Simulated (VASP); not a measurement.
# C: single point with r2SCAN

The system is C.

```
CELL_PARAMETERS angstrom
2.45625 0.00000 0.00000
0.00000 4.25292 0.00000
0.00000 0.00000 7.11555
ATOMIC_POSITIONS crystal
C 0.50000 0.41668 0.74992
C 0.50000 0.91668 0.25008
C 0.50000 0.58332 0.25008
C 0.50000 0.08332 0.74992
C 0.00000 0.91668 0.74992
C 0.00000 0.41668 0.25008
C 0.00000 0.08332 0.25008
C 0.00000 0.58332 0.74992
```

```
Program             : VASP 6.6.1
Task                : single point
Functional          : r2SCAN
Potentials or basis : VASP PAW PBE potentials, release 64 (C)
Cutoff              : 520 eV
k mesh              : 14 × 8 × 6
Occupations         : gaussian, width 0.1 eV
Spin                : no spin polarisation
```

The pressure is 0.7 GPa and the largest force is 0.019 eV/Å.

Forces in eV/Å, atoms in the order of the input:
```
C    0.000 -0.019  0.000
C    0.000 -0.019  0.000
C    0.000  0.019  0.000
C    0.000  0.019  0.000
C    0.000 -0.019  0.000
C    0.000 -0.019  0.000
C    0.000  0.019  0.000
C    0.000  0.019  0.000
```

Stress tensor (GPa, compression positive):
```
 1.17  0.00  0.00
 0.00  0.84  0.00
 0.00  0.00 -0.03
```

Levels at points of the mesh, in eV from the Fermi level:
```tsv
k point	band 13	band 14	band 15	band 16	band 17	band 18	band 19	band 20
(0.00, 0.00, 0.00)	-3.12	-3.11	-2.94	-1.88	1.28	2.55	4.03	7.73
(0.50, 0.00, 0.00)	-3.36	-3.36	-2.29	-2.29	2.71	2.71	3.60	3.60
(0.00, 0.50, 0.00)	-5.29	-5.29	-5.27	-5.27	5.94	5.94	7.67	7.67
(0.50, 0.50, 0.00)	-2.50	-2.50	-2.50	-2.50	2.01	2.01	2.01	2.01
(0.00, 0.00, 0.50)	-3.12	-3.12	-2.44	-2.44	1.86	1.86	6.35	6.36
(0.50, 0.00, 0.50)	-2.85	-2.85	-2.85	-2.85	3.13	3.13	3.13	3.13
(0.00, 0.50, 0.50)	-5.28	-5.28	-5.28	-5.28	7.75	7.75	7.75	7.75
(0.50, 0.50, 0.50)	-2.45	-2.45	-2.45	-2.45	1.86	1.86	1.86	1.86
```

Run time: 18 min on 1 thread of Oxide Virtual Turin-like Processor, on a shared host, peak memory 0.28 GiB.

Caveat: the PAW data sets were made with another functional, which shifts forces and pressure a little.
